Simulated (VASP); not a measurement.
# HfO2 (Fm-3m) in VASP: single point with PBE

Aim: the single point of HfO2 with PBE.

Everything below comes from runs of VASP 6.6.1. Logs are shortened: lines on timing, memory, paths and dates and some standing lists are left out, and cuts for length are marked.

**1. The cell of the first run**

Symmetry: Fm-3m, No. 225, cubic system. The conventional cell has a = 5.115 Å, b = 5.115 Å, c = 5.115 Å, α = 90.00°, β = 90.00°, γ = 90.00°. Hf (site symmetry m-3m) has 8 O at 2.21 Å within 2.9 Å. Within 2.9 Å of O (site symmetry -43m) lie 4 Hf at 2.21 Å and 6 O at 2.56 Å.

**2. Single point, PBE**

Contents of INCAR:

```
SYSTEM = HfO2
PREC     = Accurate       ! precision mode
ENCUT    = 600            ! plane-wave cutoff, eV
EDIFF    = 1E-6           ! SCF threshold, eV
ISMEAR   = 0              ! smearing method
SIGMA    = 0.01           ! smearing width, eV
LREAL    = .FALSE.        ! projectors in reciprocal space
LASPH    = .TRUE.         ! aspherical terms in the spheres
NELM     = 120            ! most SCF steps
ALGO     = Normal         ! electronic algorithm
ISIF     = 2              ! what is computed and relaxed
LWAVE    = .FALSE.        ! write WAVECAR
LCHARG   = .FALSE.        ! write CHGCAR
GGA      = PE             ! functional
NBANDS   = 18             ! bands
GGA_COMPAT= .FALSE.
```

Contents of KPOINTS:

```
Automatic mesh
0
G
  8 8 8
  0 0 0
```

Contents of POSCAR:

```
HfO2
1.0
    0.0000000000      2.5575000000      2.5575000000
    2.5575000000      0.0000000000      2.5575000000
    2.5575000000      2.5575000000      0.0000000000
Hf O
1 2
Direct
    0.0000000000      0.0000000000      0.0000000000
    0.2500000000      0.2500000000      0.2500000000
    0.7500000000      0.7500000000      0.7500000000
```

Potentials or basis: VASP PAW PBE potentials, release 64 (Hf_pv, O).

The run is started by

```sh
cat potpaw_PBE.64/Hf_pv/POTCAR potpaw_PBE.64/O/POTCAR > POTCAR
mpirun -np 1 vasp_std > vasp.out
```

OUTCAR:

```text
SYSTEM = HfO2
   PREC = Accurate
   ENCUT = 600
   EDIFF = 1E-6
   ISMEAR = 0
   LREAL = .FALSE.
   LASPH = .TRUE.
   NELM = 120
   ISIF = 2
   GGA = PE

 ion  position               nearest neighbor table
   1  0.000  0.000  0.000-   3 2.21   3 2.21   3 2.21   2 2.21   3 2.21   2 2.21   2 2.21   2 2.21

   2  0.250  0.250  0.250-   1 2.21   1 2.21   1 2.21   1 2.21
   3  0.750  0.750  0.750-   1 2.21   1 2.21   1 2.21   1 2.21

  LATTYP: Found a face centered cubic cell.
 ALAT       =     5.1150000000

  Lattice vectors:

 A1 = (   0.0000000000,   2.5575000000,   2.5575000000)
 A2 = (   2.5575000000,   0.0000000000,   2.5575000000)
 A3 = (   2.5575000000,   2.5575000000,   0.0000000000)

Analysis of symmetry for initial positions (statically):
=====================================================================
 Subroutine PRICEL returns:
 Original cell was already a primitive cell.

 Routine SETGRP: Setting up the symmetry group for a
 face centered cubic supercell.

 Subroutine GETGRP returns: Found 48 space group operations
 (whereof 48 operations were pure point group operations)
 out of a pool of 48 trial point group operations.

The static configuration has the point symmetry O_h .

Analysis of symmetry for dynamics (positions and initial velocities):
=====================================================================
 Subroutine PRICEL returns:
 Original cell was already a primitive cell.

 Routine SETGRP: Setting up the symmetry group for a
 face centered cubic supercell.

 Subroutine GETGRP returns: Found 48 space group operations
 (whereof 48 operations were pure point group operations)
 out of a pool of 48 trial point group operations.

The dynamic configuration has the point symmetry O_h .

 Subroutine INISYM returns: Found 48 space group operations
 (whereof 48 operations are pure point group operations),
 and found     1 'primitive' translations

----------------------------------------------------------------------------------------

                                     Primitive cell

  volume of cell :      33.4562

  direct lattice vectors                    reciprocal lattice vectors
     0.000000000  2.557500000  2.557500000    -0.195503421  0.195503421  0.195503421
     2.557500000  0.000000000  2.557500000     0.195503421 -0.195503421  0.195503421
     2.557500000  2.557500000  0.000000000     0.195503421  0.195503421 -0.195503421

  length of vectors
     3.616851186  3.616851186  3.616851186     0.338621859  0.338621859  0.338621859

  position of ions in fractional coordinates (direct lattice)
     0.000000000  0.000000000  0.000000000
     0.250000000  0.250000000  0.250000000
     0.750000000  0.750000000  0.750000000

  ion indices of the primitive-cell ions
   primitive index   ion index
                 1           1
                 2           2
                 3           3

----------------------------------------------------------------------------------------

 KPOINTS: Automatic mesh

Automatic generation of k-mesh.
 Grid dimensions read from file:
 generate k-points for:    8    8    8

 Generating k-lattice:

  Cartesian coordinates                     Fractional coordinates (reciprocal lattice)
    -0.024437928  0.024437928  0.024437928     0.125000000  0.000000000  0.000000000
     0.024437928 -0.024437928  0.024437928     0.000000000  0.125000000  0.000000000
     0.024437928  0.024437928 -0.024437928     0.000000000  0.000000000  0.125000000

  Length of vectors
     0.042327732  0.042327732  0.042327732

  Shift w.r.t. Gamma in fractional coordinates (k-lattice)
     0.000000000  0.000000000  0.000000000

 Subroutine IBZKPT returns following result:
 ===========================================

 Found     29 irreducible k-points:

 Following reciprocal coordinates:
            Coordinates               Weight
  0.000000  0.000000  0.000000      1.000000
  0.125000  0.000000  0.000000      8.000000
  0.250000  0.000000  0.000000      8.000000
  0.375000  0.000000  0.000000      8.000000
  0.500000  0.000000  0.000000      4.000000
  0.125000  0.125000  0.000000      6.000000
[... 16 lines left out ...]
  0.500000  0.250000  0.125000     48.000000
 -0.375000  0.250000  0.125000     24.000000
 [... further k-points ...]
   k-points           NKPTS =     29   k-points in BZ     NKDIM =     29   number of bands    NBANDS=     18
   number of dos      NEDOS =    301   number of ions     NIONS =      3
   total plane-waves  NPLWV =  27000
   dimension x,y,z NGX =    30 NGY =   30 NGZ =   30
   dimension x,y,z NGXF=    60 NGYF=   60 NGZF=   60
   ions per type =               1   2
   NGX,Y,Z   is equivalent  to a cutoff of  13.79, 13.79, 13.79 a.u.
   NGXF,Y,Z  is equivalent  to a cutoff of  27.58, 27.58, 27.58 a.u.
 SYSTEM =  HfO2
   PREC   = accura    normal or accurate (medium, high low for compatibility)
   ISTART =      0    job   : 0-new  1-cont  2-samecut
   ICHARG =      2    charge: 1-file 2-atom 10-const
   ISPIN  =      1    spin polarized calculation?
   LNONCOLLINEAR =      F non collinear calculations
   LSORBIT =      F    spin-orbit coupling
   LASPH  =      T    aspherical Exc in radial PAW
   ENCUT  =  600.0 eV  44.10 Ry    6.64 a.u.   7.22  7.22  7.22*2*pi/ulx,y,z
   NELM   =    120;   NELMIN=  2; NELMDL= -5     # of ELM steps
   EDIFF  = 0.1E-05   stopping-criterion for ELM
   LREAL  =      F    real-space projection
   EDIFFG = 0.1E-04   stopping-criterion for IOM
   NSW    =      0    number of steps for IOM
   IBRION =     -1    ionic relax: 0-MD 1-quasi-New 2-CG
   NFREE  =      0    steps in history (QN), initial steepest desc. (CG)
   ISIF   =      2    stress and relaxation
   ISYM   =      2    0-nonsym 1-usesym 2-fastsym
   POTIM  = 0.5000    time-step for ionic-motion
   TEBEG  =    0.0;   TEEND  =   0.0 temperature during run
   PSTRESS=    0.0 pullay stress
   NELECT =      22.0000    total number of electrons
   NUPDOWN=      -1.0000    fix difference up-down
   EMIN   =  10.00;   EMAX   =-10.00  energy-range for DOS
   EFERMI =   0.00;   METHOD = LEGACY
   ISMEAR =     0;   SIGMA  =   0.01  broadening in eV -4-tet -1-fermi 0-gaus
   EFERMI_NEDOS =   21; number of points for ismear=-14 and -15
   IALGO  =     38    algorithm
   IMIX   =      4    mixing-type and parameters
     AMIX     =   0.40;   BMIX     =  1.00
     AMIX_MAG =   1.60;   BMIX_MAG =  1.00
  volume/ion in A,a.u.               =      11.15        75.26
  Fermi-wavevector in a.u.,A,eV,Ry     =   1.423607  2.690227 27.574337  2.026657
  Thomas-Fermi vector in A             =   2.544186
   LORBIT       =      0    0 simple, 1 ext, 2 COOP (PROOUT), +10 PAW based schemes
   GGA     = PE    functional components
   LHFCALC =     F    Hartree Fock is set to
   AEXX    =    0.0000 exact exchange contribution
   IVDW    =     0    specifies the selected vdW correction
   LEPSILON=     F    determine dielectric tensor
   LRPA    =     F    only Hartree local field effects (RPA)
 non-spin polarized calculation
 Gauss-broadening in eV      SIGMA  =   0.01
  energy-cutoff  :      600.00
  volume of cell :       33.46
 maximum number of plane-waves:      1139
 NGX is ok and might be reduce to    30
   NGX = 15   NGY = 15   NGZ = 15

 number of electron      21.9999993 magnetization

 Free energy of the ion-electron system (eV)
  ---------------------------------------------------
  ext. energy  EPLUGINS =         0.00000000
  ---------------------------------------------------
  free energy    TOTEN  =       -30.23879677 eV

  energy without entropy =      -30.23879677  energy(sigma->0) =      -30.23879677

 E-fermi :   4.1169     XC(G=0): -11.6971

 val. band max:        4.0525141932   @ k =   0.5000   0.5000   0.0000
 cond. band min:       7.7833024513   @ k =   0.5000   0.5000   0.0000
 fundamental gap:      3.7307882581
 Fermi energy:         4.1168584838

 k-point     1 :       0.0000    0.0000    0.0000
  band No.  band energies     occupation
      1     -25.7571      2.00000
      2     -25.7571      2.00000
      3     -25.7571      2.00000
      4     -14.5150      2.00000
      5     -11.6144      2.00000
      6      -1.1289      2.00000
[... 10 lines left out ...]
     17      14.1432      0.00000
     18      17.3880      0.00000

 k-point     2 :       0.1250    0.0000    0.0000
  band No.  band energies     occupation
      1     -25.8162      2.00000
      2     -25.7636      2.00000
      3     -25.7636      2.00000
      4     -14.3204      2.00000
      5     -11.7731      2.00000
      6      -0.9836      2.00000
[... 10 lines left out ...]
     17      13.8940      0.00000
     18      17.3476      0.00000

 k-point     3 :       0.2500    0.0000    0.0000
  band No.  band energies     occupation
      1     -25.9538      2.00000
      2     -25.7793      2.00000
      3     -25.7793      2.00000
      4     -13.8553      2.00000
      5     -12.1002      2.00000
      6      -0.6225      2.00000
[... 10 lines left out ...]
     17      13.4414      0.00000
     18      16.4489      0.00000

 k-point     4 :       0.3750    0.0000    0.0000
  band No.  band energies     occupation
      1     -26.0851      2.00000
      2     -25.7949      2.00000
      3     -25.7949      2.00000
      4     -13.4413      2.00000
      5     -12.3080      2.00000
      6      -0.2599      2.00000
[... 10 lines left out ...]
     17      13.4153      0.00000
     18      15.9099      0.00000

 k-point     5 :       0.5000    0.0000    0.0000
  band No.  band energies     occupation
      1     -26.1378      2.00000
      2     -25.8013      2.00000
      3     -25.8013      2.00000
      4     -13.3213      2.00000
      5     -12.3227      2.00000
      6      -0.1174      2.00000
[... 10 lines left out ...]
     17      13.1498      0.00000
     18      16.2140      0.00000

 k-point     6 :       0.1250    0.1250    0.0000
  band No.  band energies     occupation
      1     -25.8209      2.00000
      2     -25.7732      2.00000
      3     -25.7732      2.00000
      4     -14.2522      2.00000
      5     -11.8263      2.00000
      6      -0.9674      2.00000
[... 10 lines left out ...]
     17      13.8155      0.00000
     18      17.3003      0.00000

 k-point     7 :       0.2500    0.1250    0.0000
  band No.  band energies     occupation
      1     -25.9226      2.00000
      2     -25.7910      2.00000
      3     -25.7900      2.00000
      4     -13.8646      2.00000
      5     -12.0992      2.00000
      6      -0.6989      2.00000
[... 10 lines left out ...]
     17      13.5054      0.00000
     18      16.9379      0.00000

 k-point     8 :       0.3750    0.1250    0.0000
  band No.  band energies     occupation
      1     -26.0449      2.00000
      2     -25.8162      2.00000
      3     -25.8066      2.00000
      4     -13.4082      2.00000
      5     -12.3498      2.00000
      6      -0.3855      2.00000
[... 10 lines left out ...]
     17      13.8603      0.00000
     18      16.3341      0.00000
[... 229 lines left out ...]
     17      15.9032      0.00000
     18      17.3547      0.00000

 k-point    20 :      -0.3750    0.3750    0.0000
  band No.  band energies     occupation
      1     -26.0798      2.00000
      2     -25.9593      2.00000
      3     -25.8452      2.00000
      4     -12.7873      2.00000
      5     -12.5603      2.00000
      6      -1.6115      2.00000
[... 10 lines left out ...]
     17      16.5087      0.00000
     18      17.2784      0.00000

 k-point    21 :       0.5000    0.5000    0.0000
  band No.  band energies     occupation
      1     -26.1597      2.00000
      2     -25.8662      2.00000
      3     -25.8662      2.00000
      4     -12.8272      2.00000
      5     -12.4956      2.00000
      6      -2.2451      2.00000
[... 10 lines left out ...]
     17      16.9611      0.00000
     18      17.2906      0.00000

 k-point    22 :       0.3750    0.2500    0.1250
  band No.  band energies     occupation
      1     -25.9956      2.00000
      2     -25.8422      2.00000
      3     -25.7993      2.00000
      4     -13.4604      2.00000
      5     -12.3409      2.00000
      6      -0.6354      2.00000
[... 10 lines left out ...]
     17      13.6461      0.00000
     18      16.9703      0.00000

 k-point    23 :       0.5000    0.2500    0.1250
  band No.  band energies     occupation
      1     -26.0602      2.00000
      2     -25.8908      2.00000
      3     -25.8170      2.00000
      4     -13.0880      2.00000
      5     -12.5016      2.00000
      6      -0.6398      2.00000
[... 10 lines left out ...]
     17      14.6041      0.00000
     18      16.7797      0.00000

 k-point    24 :      -0.3750    0.2500    0.1250
  band No.  band energies     occupation
      1     -26.0857      2.00000
      2     -25.9101      2.00000
      3     -25.8258      2.00000
      4     -12.9945      2.00000
      5     -12.4925      2.00000
      6      -0.6442      2.00000
[... 10 lines left out ...]
     17      14.8753      0.00000
     18      16.7336      0.00000

 [... further k-points ...]

------------------------ aborting loop because EDIFF is reached ----------------------------------------

  FORCE on cell =-STRESS in cart. coord.  units (eV):
  Direction    XX          YY          ZZ          XY          YZ          ZX
  --------------------------------------------------------------------------------------
  -------------------------------------------------------------------------------------
  Total       -1.3001517     -1.3001517     -1.3001517      0.0000000     -0.0000000     -0.0000000
  in kB      -62.2626616    -62.2626616    -62.2626616      0.0000000     -0.0000000     -0.0000000
  external PRESSURE =     -62.2626616 kB  Pullay stress =       0.0000000 kB

 VOLUME and BASIS-vectors are now :
 -----------------------------------------------------------------------------
  energy-cutoff  :      600.00
  volume of cell :       33.46
      direct lattice vectors                 reciprocal lattice vectors
     0.000000000  2.557500000  2.557500000    -0.195503421  0.195503421  0.195503421
     2.557500000  0.000000000  2.557500000     0.195503421 -0.195503421  0.195503421
     2.557500000  2.557500000  0.000000000     0.195503421  0.195503421 -0.195503421

 POSITION                                       TOTAL-FORCE (eV/Angst)
 -----------------------------------------------------------------------------------
      0.00000      0.00000      0.00000        -0.000000     -0.000000     -0.000000
      1.27875      1.27875      1.27875        -0.000000     -0.000000     -0.000000
      3.83625      3.83625      3.83625         0.000000      0.000000      0.000000
 -----------------------------------------------------------------------------------
    total drift:                                0.000000     -0.000000      0.000000

  FREE ENERGIE OF THE ION-ELECTRON SYSTEM (eV)
  ---------------------------------------------------
  free  energy   TOTEN  =       -30.2387967666 eV

  energy  without entropy=      -30.2387967666  energy(sigma->0) =      -30.23879677
```

Run time: 23 s. Hardware: 1 thread of Intel Xeon Platinum 8488C (Sapphire Rapids), shared host; peak memory 0.18 GiB.

What came out:

- Free energy: -30.2388 eV
- Pressure: -6.2 GPa
- Band gap on the k mesh: 3.73 eV

Caveat: the cell stands under tension; spin-orbit coupling is left out, which moves the levels of the heavy elements.
